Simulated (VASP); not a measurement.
Set up this calculation in VASP 6.6.1, as the native input.

* Task: single point
* Functional: PBE
* Potentials or basis: VASP PAW PBE potentials, release 64 (Al, P)
* Cutoff: 500 eV
* k mesh: 6 × 6 × 6
* Occupations: gaussian, width 0.1 eV
* Spin: no spin polarisation
* Dipole correction: no
* Further INCAR settings: ALGO = Normal; EDIFF = 1e-06; NBANDS = 11

The structure of AlP (m) lies in POSCAR:

```
AlP
1.0
    0.0000000000      2.7364837100      2.7364837100
    2.7364837100      0.0000000000      2.7364837100
    2.7364837100      2.7364837100      0.0000000000
Al P
1 1
Direct
    0.0000000000      0.0000000000      0.0000000000
    0.2500000000      0.2500000000      0.2500000000
```

These files were run (other wordings do the same):

INCAR

```
SYSTEM = AlP
  PREC = Accurate
  ENCUT = 500
  EDIFF = 1E-6
  ISMEAR = 0
  SIGMA = 0.1
  LREAL = .False.
  LASPH = .True.
  NELM = 120
  ALGO = Normal
  ISIF = 2
  LWAVE = .False.
  LCHARG = .False.
  GGA = PE
  NBANDS = 11
  GGA_COMPAT = .False.
```

KPOINTS

```
regular mesh
0
Gamma
  6 6 6
  0 0 0
```

Potentials or basis: VASP PAW PBE potentials, release 64 (Al, P).

Command:

```bash
$ cat potpaw_PBE.64/Al/POTCAR potpaw_PBE.64/P/POTCAR > POTCAR
$ mpirun -np 1 vasp_std > vasp.out
```

Results of the run:

```json
{"Pressure": "1.6 GPa", "Band gap on the k mesh": "1.59 eV, indirect (least direct gap 3.24 eV)"}
```

Wall time 12 s on 1 thread of AMD EPYC 7R13, with other jobs on the host, peak memory 0.12 GiB.
